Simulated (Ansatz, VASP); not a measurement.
# One calculation of MgO, two programs

INCAR

```
PREC     = Accurate       # precision mode
ENCUT    = 840            # plane-wave cutoff, eV
EDIFF    = 1E-6           # SCF threshold, eV
ISMEAR   = -1             # smearing method
SIGMA    = 0.02           # smearing width, eV
LREAL    = F              # projectors in reciprocal space
LASPH    = T              # aspherical terms in the spheres
NELM     = 120            # most SCF steps
ALGO     = Normal         # electronic algorithm
ISIF     = 2              # what is computed and relaxed
LWAVE    = F              # write WAVECAR
LCHARG   = F              # write CHGCAR
GGA      = PE             # functional
NBANDS   = 15             # bands
GGA_COMPAT= F
```

KPOINTS

```
Automatic mesh
0
Gamma
  10 10 10
```

POSCAR

```
MgO
1.0
    0.0000000000      2.1334903292      2.1021680256
    2.1021680256      0.0000000000      2.1021680256
    2.1021680256      2.1334903292      0.0000000000
Mg O
1 1
Direct
    0.0000000000      0.0000000000      0.0000000000
    0.5000000000      0.5000000000      0.5000000000
```

Input for Ansatz:

```yaml
crystal:
  lattice:
    - [0.0, 2.1334903292, 2.1021680256]
    - [2.1021680256, 0.0, 2.1021680256]
    - [2.1021680256, 2.1334903292, 0.0]
  atoms:
    - { symbol: Mg, position: [0.0, 0.0, 0.0] }
    - { symbol: O, position: [0.5, 0.5, 0.5] }
kpoints:
  mp_grid: { grid: [10, 10, 10] }
  band_path:
    path:
      - [0.0, 0.0, 0.0]
      - [0.5, 0.0, 0.5]
      - [0.625, 0.25, 0.625]
      - [0.375, 0.375, 0.75]
      - [0.5, 0.5, 0.5]
      - [0.5, 0.25, 0.75]
    npoints: 1
hamiltonian:
  xc: pbe
scf:
  occupations: { method: fermi_dirac, width: 0.02 }
  n_extra_bands: 4
output:
  forces: true
  stress: true
  eigenvalues: true
```

Change from the starting cell: uniaxial_y strain +1.5%.

Alike in both runs: task single point; functional PBE; k mesh 10 × 10 × 10; occupations fermi-dirac, width 0.02 eV; no spin polarisation.

|  | VASP | Ansatz |
| --- | --- | --- |
| version | VASP 6.6.1 | Ansatz 0.2.0 |
| potentials or method | VASP PAW PBE potentials, release 64 (Mg_sv, O) | plane waves, PAW |
| plane-wave cutoff (eV) | 840 | 420 |
| valence electrons in the cell | 16 | 16 |

|  | VASP | Ansatz | Ansatz less VASP |
| --- | --- | --- | --- |
| gap on the k mesh at the Fermi level (eV) | 4.63 | 4.63 | +0.003 |
| pressure (GPa) | 3.3 | 3.2 | -0.08 |
| traceless stress, the component that is largest in VASP (GPa) | -1.97 | -1.92 | +0.049 |
